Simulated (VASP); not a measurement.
A run of VASP 6.6.1 is set up as follows.

The input INCAR:

```
SYSTEM = NaAs2O5
  ALGO = Normal
  EDIFF = 1E-7
  EDIFFG = -0.01
  ENCUT = 600
  GGA = PE
  GGA_COMPAT = .FALSE.
  IBRION = 2
  ISIF = 3
  ISMEAR = 0
  IVDW = 12
  LASPH = .TRUE.
  LCHARG = .FALSE.
  LREAL = .FALSE.
  LWAVE = .FALSE.
  NELM = 120
  NELMIN = 4
  NSW = 100
  PREC = Accurate
  SIGMA = 0.1
```

File KPOINTS:

```
k-points
0
G
  6 6 10
  0 0 0
```

File POSCAR:

```
NaAs2O5
1.0
    6.2996302537      0.0000000000      0.0000000000
   -3.1498151269      5.4556398342      0.0000000000
    0.0000000000      0.0000000000      3.7185245619
Na As O
1 2 5
Direct
    0.0000000000      0.0000000000      0.0000000000
    0.3333333333      0.6666666667      0.5000000000
    0.6666666667      0.3333333333      0.5000000000
    0.3333333333      0.6666666667      0.0000000000
    0.0000000000      0.5000000000      0.5000000000
    0.5000000000      0.5000000000      0.5000000000
    0.5000000000      0.0000000000      0.5000000000
    0.6666666667      0.3333333333      0.0000000000
```

Potentials or basis: VASP PAW PBE potentials, release 64 (Na_pv, As, O).

Launch:

```sh
$ cat potpaw_PBE.64/Na_pv/POTCAR potpaw_PBE.64/As/POTCAR potpaw_PBE.64/O/POTCAR > POTCAR
$ mpirun -np 1 vasp_std > vasp.out
```

Problem. What does it give for the band gap on the k mesh?

Solution. Zero (an odd number of electrons rules out a gap without spin polarisation).

Problem. What does it give for the space group after relaxing (to 0.1 Å)?

Solution. P6/mmm (No. 191).

Final structure:
```xyz
8
Lattice="6.2814 0.0000 0.0000 -3.1407 5.4399 0.0000 0.0000 0.0000 3.7070" Properties=species:S:1:pos:R:3 pbc="T T T"
Na    0.0000    0.0000    0.0000
As    0.0000    3.6266    1.8535
As    3.1407    1.8133    1.8535
O     0.0000    3.6266    0.0000
O    -1.5704    2.7199    1.8535
O     1.5704    2.7199    1.8535
O     3.1407    0.0000    1.8535
O     3.1407    1.8133    0.0000
```

Caveat: an odd number of electrons without spin polarisation forces a metal; a magnetic or distorted state may lie lower.
